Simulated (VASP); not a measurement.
# La2O3 (P-3m1) in VASP: single point with PBE

Aim: the single point of La2O3 with PBE.

Program: VASP 6.6.1. These are calculated values, not measurements. Logs are shortened: lines on timing, memory, paths and dates and some standing lists are left out, and cuts for length are marked.

## 1. The cell of the first run

It takes space group P-3m1 (No. 164, trigonal). Conventional cell: a = 3.941 Å, b = 3.941 Å, c = 6.188 Å, α = 90.00°, β = 90.00°, γ = 120.00°. Within 3.1 Å of La (site symmetry 3m) lie 7 O at 2.37 to 2.74 Å. O (site symmetry 3m) has 4 La at 2.37 to 2.46 Å and 6 O at 2.90 to 3.16 Å within 3.2 Å. Within 3.6 Å of O (site symmetry -3m) lie 6 La at 2.74 Å and 6 O at 3.16 Å.

## 2. Single point, PBE

INCAR reads:

```
PREC     = Accurate       # precision mode
ENCUT    = 520            # plane-wave cutoff, eV
EDIFF    = 1E-6           # SCF threshold, eV
ISMEAR   = 0              # smearing method
SIGMA    = 0.01           # smearing width, eV
LREAL    = Auto         
LASPH    = True           # aspherical terms in the spheres
NELM     = 100            # most SCF steps
ALGO     = Normal         # electronic algorithm
ISIF     = 2              # what is computed and relaxed
LWAVE    = False          # write WAVECAR
LCHARG   = False          # write CHGCAR
GGA      = PE             # functional
NBANDS   = 186            # bands
```

KPOINTS reads:

```
Automatic mesh
0
Gamma
  1 1 1
  0.25 0.25 0.25
```

POSCAR reads:

```
La2O3
1.0
    7.8811453734     -0.0000000579      0.0000000000
   -3.9405726366      6.8252721332      0.0000000000
    0.0000000000      0.0000000000     12.3757188360
La O
16 24
Direct
    0.3333333334      0.1666666666      0.3763146076
    0.1666666666      0.3333333334      0.1236853924
    0.3333333334      0.1666666666      0.8763146076
    0.1666666666      0.3333333334      0.6236853924
    0.3333333334      0.6666666666      0.3763146076
    0.1666666666      0.8333333333      0.1236853924
    0.3333333334      0.6666666666      0.8763146076
    0.1666666666      0.8333333333      0.6236853924
    0.8333333333      0.1666666666      0.3763146076
    0.6666666666      0.3333333334      0.1236853924
    0.8333333333      0.1666666666      0.8763146076
    0.6666666666      0.3333333334      0.6236853924
    0.8333333333      0.6666666666      0.3763146076
    0.6666666666      0.8333333333      0.1236853924
    0.8333333333      0.6666666666      0.8763146076
    0.6666666666      0.8333333333      0.6236853924
    0.3333333334      0.1666666666      0.1773438614
    0.1666666666      0.3333333334      0.3226561386
    0.0000000000      0.0000000000      0.0000000000
    0.3333333334      0.1666666666      0.6773438614
    0.1666666666      0.3333333334      0.8226561386
    0.0000000000      0.0000000000      0.5000000000
    0.3333333334      0.6666666666      0.1773438614
    0.1666666666      0.8333333333      0.3226561386
    0.0000000000      0.5000000000      0.0000000000
    0.3333333334      0.6666666666      0.6773438614
    0.1666666666      0.8333333333      0.8226561386
    0.0000000000      0.5000000000      0.5000000000
    0.8333333333      0.1666666666      0.1773438614
    0.6666666666      0.3333333334      0.3226561386
    0.5000000000      0.0000000000      0.0000000000
    0.8333333333      0.1666666666      0.6773438614
    0.6666666666      0.3333333334      0.8226561386
    0.5000000000      0.0000000000      0.5000000000
    0.8333333333      0.6666666666      0.1773438614
    0.6666666666      0.8333333333      0.3226561386
    0.5000000000      0.5000000000      0.0000000000
    0.8333333333      0.6666666666      0.6773438614
    0.6666666666      0.8333333333      0.8226561386
    0.5000000000      0.5000000000      0.5000000000
```

Potentials or basis: VASP PAW PBE potentials, release 64 (La, O).

On the command line:

```
> cat potpaw_PBE.64/La/POTCAR potpaw_PBE.64/O/POTCAR > POTCAR
> mpirun -np 1 vasp_std > vasp.out
```

OUTCAR:

```text
PREC = Accurate
   ENCUT = 520
   EDIFF = 1E-6
   ISMEAR = 0
   LREAL = Auto
   LASPH = True
   NELM = 100
   ISIF = 2
   GGA = PE

 ion  position               nearest neighbor table
   1  0.333  0.167  0.376-  30 2.37  24 2.37  18 2.37  17 2.46  34 2.74  40 2.74  22 2.74
   2  0.167  0.333  0.124-  23 2.37  29 2.37  17 2.37  18 2.46  25 2.74  19 2.74  37 2.74
   3  0.333  0.167  0.876-  33 2.37  27 2.37  21 2.37  20 2.46  31 2.74  37 2.74  19 2.74
   4  0.167  0.333  0.624-  26 2.37  32 2.37  20 2.37  21 2.46  28 2.74  22 2.74  40 2.74
   5  0.333  0.667  0.376-  18 2.37  36 2.37  24 2.37  23 2.46  40 2.74  34 2.74  28 2.74
   6  0.167  0.833  0.124-  17 2.37  35 2.37  23 2.37  24 2.46  25 2.74  19 2.74  31 2.74
[... 8 lines left out ...]
  15  0.833  0.667  0.876-  33 2.37  27 2.37  39 2.37  38 2.46  37 2.74  25 2.74  19 2.74
  16  0.667  0.833  0.624-  26 2.37  32 2.37  38 2.37  39 2.46  40 2.74  34 2.74  22 2.74
  17  0.333  0.167  0.177-  10 2.37   6 2.37   2 2.37   1 2.46
[... 30 lines left out ...]
 A1 = (   7.8811453734,  -0.0000000579,   0.0000000000)
 A2 = (  -3.9405726366,   6.8252721332,   0.0000000000)
 A3 = (   0.0000000000,   0.0000000000,  12.3757188360)

Analysis of symmetry for initial positions (statically):
=====================================================================
 Subroutine PRICEL returns following result:

  LATTYP: Found a hexagonal cell.
 ALAT       =     3.9405726875
 C/A-ratio  =     1.5702944492

  Lattice vectors:

 A1 = (   3.9405726875,  -0.0000000290,   0.0000000000)
 A2 = (  -1.9702863183,   3.4126360666,   0.0000000000)
 A3 = (   0.0000000000,   0.0000000000,   6.1878594180)

   8 primitive cells build up your supercell.

 Routine SETGRP: Setting up the symmetry group for a
 hexagonal supercell.

 Subroutine GETGRP returns: Found 12 space group operations
 (whereof 12 operations were pure point group operations)
 out of a pool of 24 trial point group operations.

The static configuration has the point symmetry D_3d.

Analysis of symmetry for dynamics (positions and initial velocities):
=====================================================================
 Subroutine PRICEL returns following result:

  LATTYP: Found a hexagonal cell.
 ALAT       =     3.9405726875
 C/A-ratio  =     1.5702944492

  Lattice vectors:

 A1 = (   3.9405726875,  -0.0000000290,   0.0000000000)
 A2 = (  -1.9702863183,   3.4126360666,   0.0000000000)
 A3 = (   0.0000000000,   0.0000000000,   6.1878594180)

   8 primitive cells build up your supercell.

 Routine SETGRP: Setting up the symmetry group for a
 hexagonal supercell.

 Subroutine GETGRP returns: Found 12 space group operations
[... 93 lines left out ...]
   POTIM  = 0.5000    time-step for ionic-motion
   TEBEG  =    0.0;   TEEND  =   0.0 temperature during run
   PSTRESS=    0.0 pullay stress
   NELECT =     320.0000    total number of electrons
   NUPDOWN=      -1.0000    fix difference up-down
   EMIN   =  10.00;   EMAX   =-10.00  energy-range for DOS
   EFERMI =   0.00;   METHOD = LEGACY
   ISMEAR =     0;   SIGMA  =   0.01  broadening in eV -4-tet -1-fermi 0-gaus
   EFERMI_NEDOS =   21; number of points for ismear=-14 and -15
   IALGO  =     38    algorithm
   IMIX   =      4    mixing-type and parameters
     AMIX     =   0.40;   BMIX     =  1.00
     AMIX_MAG =   1.60;   BMIX_MAG =  1.00
  volume/ion in A,a.u.               =      16.64       112.31
  Fermi-wavevector in a.u.,A,eV,Ry     =   1.282424  2.423430 22.376289  1.644611
  Thomas-Fermi vector in A             =   2.414736
   LORBIT       =      0    0 simple, 1 ext, 2 COOP (PROOUT), +10 PAW based schemes
   GGA     = PE    functional components
   LHFCALC =     F    Hartree Fock is set to
   AEXX    =    0.0000 exact exchange contribution
   IVDW    =     0    specifies the selected vdW correction
   LEPSILON=     F    determine dielectric tensor
   LRPA    =     F    only Hartree local field effects (RPA)
 non-spin polarized calculation
 Gauss-broadening in eV      SIGMA  =   0.01
  energy-cutoff  :      520.00
  volume of cell :      665.70
 maximum number of plane-waves:     17910
 NGX is ok and might be reduce to    60
   NGX = 29   NGY = 29   NGZ = 47

 number of electron     319.9999905 magnetization

 Free energy of the ion-electron system (eV)
  ---------------------------------------------------
  ext. energy  EPLUGINS =         0.00000000
  ---------------------------------------------------
  free energy    TOTEN  =      -335.16749981 eV

  energy without entropy =     -335.16749981  energy(sigma->0) =     -335.16749981

 E-fermi :   5.7895     XC(G=0): -10.3886

 val. band max:        5.6898490722   @ k =   0.2500   0.2500   0.2500
 cond. band min:       9.7345741018   @ k =   0.2500   0.2500   0.2500
 fundamental gap:      4.0447250296
 Fermi energy:         5.7894970932

 k-point     1 :       0.2500    0.2500    0.2500
  band No.  band energies     occupation
      1     -23.9846      2.00000
      2     -23.9394      2.00000
      3     -23.9170      2.00000
      4     -23.9167      2.00000
      5     -23.8845      2.00000
      6     -23.8839      2.00000
[... 164 lines left out ...]
    171      10.4340      0.00000
    172      10.4449      0.00000
 [bands above 172 left out]

------------------------ aborting loop because EDIFF is reached ----------------------------------------

  FORCE on cell =-STRESS in cart. coord.  units (eV):
  Direction    XX          YY          ZZ          XY          YZ          ZX
  --------------------------------------------------------------------------------------
  -------------------------------------------------------------------------------------
  Total       -3.1911723     -3.1911723     -1.5531429      0.0000000      0.0000000      0.0000000
  in kB       -7.6803515     -7.6803515     -3.7380255      0.0000000      0.0000000      0.0000000
  external PRESSURE =      -6.3662428 kB  Pullay stress =       0.0000000 kB

 VOLUME and BASIS-vectors are now :
 -----------------------------------------------------------------------------
  energy-cutoff  :      520.00
  volume of cell :      665.70
      direct lattice vectors                 reciprocal lattice vectors
     7.881145373 -0.000000058  0.000000000     0.126885111  0.073257152  0.000000000
    -3.940572637  6.825272133  0.000000000     0.000000001  0.146514305  0.000000000
     0.000000000  0.000000000 12.375718836     0.000000000  0.000000000  0.080803387

 POSITION                                       TOTAL-FORCE (eV/Angst)
 -----------------------------------------------------------------------------------
      1.97029      1.13755      4.65716         0.000000     -0.000000     -0.026995
      0.00000      2.27509      1.53070        -0.000000     -0.000000      0.026995
      1.97029      1.13755     10.84502         0.000000     -0.000000     -0.026995
      0.00000      2.27509      7.71856        -0.000000     -0.000000      0.026995
      0.00000      4.55018      4.65716         0.000000     -0.000000     -0.026995
     -1.97029      5.68773      1.53070        -0.000000     -0.000000      0.026995
[... 32 lines left out ...]
      1.97029      5.68773     10.18096        -0.000000      0.000000      0.053797
      1.97029      3.41264      6.18786         0.000000     -0.000000     -0.000000
 -----------------------------------------------------------------------------------
    total drift:                                0.000004      0.000006     -0.000000

  FREE ENERGIE OF THE ION-ELECTRON SYSTEM (eV)
  ---------------------------------------------------
  free  energy   TOTEN  =      -335.1674998110 eV

  energy  without entropy=     -335.1674998110  energy(sigma->0) =     -335.16749981
```

It took 21 min on 1 thread of Intel Xeon Platinum 8375C at 2.90GHz (Ice Lake), shared host; peak memory 0.73 GiB.

Results:

```
Free energy            : -335.1675 eV
Pressure               : -0.6 GPa
Largest force          : 0.054 eV/Å
Band gap on the k mesh : 4.04 eV
```

Forces on the atoms (eV/Å):
```
La   0.000  0.000 -0.027
La   0.000  0.000  0.027
La   0.000  0.000 -0.027
La   0.000  0.000  0.027
La   0.000  0.000 -0.027
La   0.000  0.000  0.027
La   0.000  0.000 -0.027
La   0.000  0.000  0.027
La   0.000  0.000 -0.027
La   0.000  0.000  0.027
La   0.000  0.000 -0.027
La   0.000  0.000  0.027
La   0.000  0.000 -0.027
La   0.000  0.000  0.027
La   0.000  0.000 -0.027
La   0.000  0.000  0.027
O    0.000  0.000 -0.054
O    0.000  0.000  0.054
O    0.000  0.000  0.000
O    0.000  0.000 -0.054
O    0.000  0.000  0.054
O    0.000  0.000  0.000
O    0.000  0.000 -0.054
O    0.000  0.000  0.054
O    0.000  0.000  0.000
O    0.000  0.000 -0.054
O    0.000  0.000  0.054
O    0.000  0.000  0.000
O    0.000  0.000 -0.054
O    0.000  0.000  0.054
O    0.000  0.000  0.000
O    0.000  0.000 -0.054
O    0.000  0.000  0.054
O    0.000  0.000  0.000
O    0.000  0.000 -0.054
O    0.000  0.000  0.054
O    0.000  0.000  0.000
O    0.000  0.000 -0.054
O    0.000  0.000  0.054
O    0.000  0.000  0.000
```

Stress tensor (GPa, compression positive):
```
-0.77  0.00  0.00
 0.00 -0.77  0.00
 0.00  0.00 -0.37
```

Caveat: the k points lie up to 0.92 Å⁻¹ apart, too coarse for converged energies, forces and pressures; spin-orbit coupling is left out, which moves the levels of the heavy elements; a shifted mesh leaves out Γ, where band edges can lie. A k mesh can miss the band edges.
